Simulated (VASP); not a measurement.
Here is a VASP 6.6.1 calculation.

File POSCAR:

```
Ag
1.0
    2.9701400286      0.0000000000      0.0000000000
   -1.4850700143      2.5722167176      0.0000000000
    0.0000000000      0.0000000000      4.6613996094
Ag
2
Direct
    0.3333333333      0.6666666667      0.2500000000
    0.6666666667      0.3333333333      0.7500000000
```

File INCAR.step1:

```
PREC = Accurate
ENCUT = 520
ISMEAR = 0
SIGMA = 0.15
LREAL = F
LASPH = T
NELM = 60
NBANDS = 18
GGA = PE
ALGO = Normal
EDIFF = 1E-4
LWAVE = T
LCHARG = F
```

File INCAR.step2:

```
PREC = Accurate
ENCUT = 520
EDIFF = 1E-6
ISMEAR = 0
SIGMA = 0.15
LREAL = F
LASPH = T
NELM = 60
ALGO = Normal
ISIF = 2
LWAVE = F
LCHARG = T
METAGGA = R2SCAN
LMIXTAU = T
LELF = T
LVHAR = T
NBANDS = 18
ISTART = 1
```

File KPOINTS:

```
Automatic mesh
0
Gamma
  24 24 12
```

Potentials or basis: VASP PAW PBE potentials, release 64 (Ag).

The run is started by

```bash
$ cat potpaw_PBE.64/Ag/POTCAR > POTCAR
$ cp INCAR.step1 INCAR
$ mpirun -np 1 vasp_std > vasp.out
$ cp INCAR.step2 INCAR
$ mpirun -np 1 vasp_std > vasp.out
```

**Question.** What does it give for the pressure?

**Answer.** -2.3 GPa.

**Question.** What does it give for the band gap on the k mesh?

**Answer.** Zero (bands 11 and 12 overlap by 7.63 eV).

Stress tensor (GPa, compression positive):
```
-3.57  0.00  0.00
 0.00 -3.57  0.00
 0.00  0.00  0.22
```

Caveat: the PAW data sets were made with another functional, which shifts forces and pressure a little.
